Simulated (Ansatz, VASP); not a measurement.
ScHO2: VASP beside Ansatz

INCAR

```
SYSTEM = ScHO2
PREC     = Accurate       ! precision mode
ENCUT    = 520            ! plane-wave cutoff, eV
EDIFF    = 1E-6           ! SCF threshold, eV
ISMEAR   = 0              ! smearing method
SIGMA    = 0.01           ! smearing width, eV
LREAL    = .False.        ! projectors in reciprocal space
LASPH    = .True.         ! aspherical terms in the spheres
NELM     = 80             ! most SCF steps
ALGO     = Normal         ! electronic algorithm
ISIF     = 2              ! what is computed and relaxed
LWAVE    = .False.        ! write WAVECAR
LCHARG   = .False.        ! write CHGCAR
NBANDS   = 20             ! bands
```

File KPOINTS:

```
Automatic mesh
0
Gamma
  7 7 7
  0 0 0
```

The input POSCAR:

```
ScHO2
1.0
    1.6165890000      0.9333380000      4.5309240000
   -1.6165890000      0.9333380000      4.5309240000
    0.0000000000     -1.8666760000      4.5309240000
Sc H O
1 1 2
Direct
    0.0000000000      0.0000000000      0.0000000000
    0.5000000000      0.5000000000      0.5000000000
    0.5897010000      0.5897010000      0.5897010000
    0.4102990000      0.4102990000      0.4102990000
```

Input for Ansatz:

```yaml
crystal:
  lattice:
    - [1.616589, 0.933338, 4.530924]
    - [-1.616589, 0.933338, 4.530924]
    - [0.0, -1.866676, 4.530924]
  atoms:
    - { symbol: Sc, position: [0.0, 0.0, 0.0] }
    - { symbol: H, position: [0.5, 0.5, 0.5] }
    - { symbol: O, position: [0.589701, 0.589701, 0.589701] }
    - { symbol: O, position: [0.410299, 0.410299, 0.410299] }
basis:
  ecutwfc: 450.0
kpoints:
  mp_grid: { grid: [7, 7, 7] }
  band_path:
    path:
      - [0.5, -0.19496, 0.19496]
      - [0.5, 0.0, 0.0]
      - [0.0, 0.0, 0.0]
      - [0.34748, -0.34748, 0.0]
    npoints: 10
hamiltonian:
  xc: lda
scf:
  n_extra_bands: 6
  occupations: { method: fixed }
```

Alike in both runs: task single point; functional LDA; k mesh 7 × 7 × 7; no spin polarisation.

```csv
,VASP,Ansatz
version,VASP 6.6.1,Ansatz 0.2.0
potentials or method,"VASP PAW LDA potentials, release 64 (Sc_sv, H, O), cutoff 520 eV","plane waves, PAW"
occupations,"gaussian, width 0.01 eV",fixed
valence electrons in the cell,24,24
```

|  | VASP | Ansatz | Ansatz less VASP |
| --- | --- | --- | --- |
| gap on the k mesh at the Fermi level (eV) | 3.88 | 3.91 | +0.022 |

LDA's correlation is that of Perdew and Zunger in VASP and of Perdew and Wang (1992) in Ansatz.
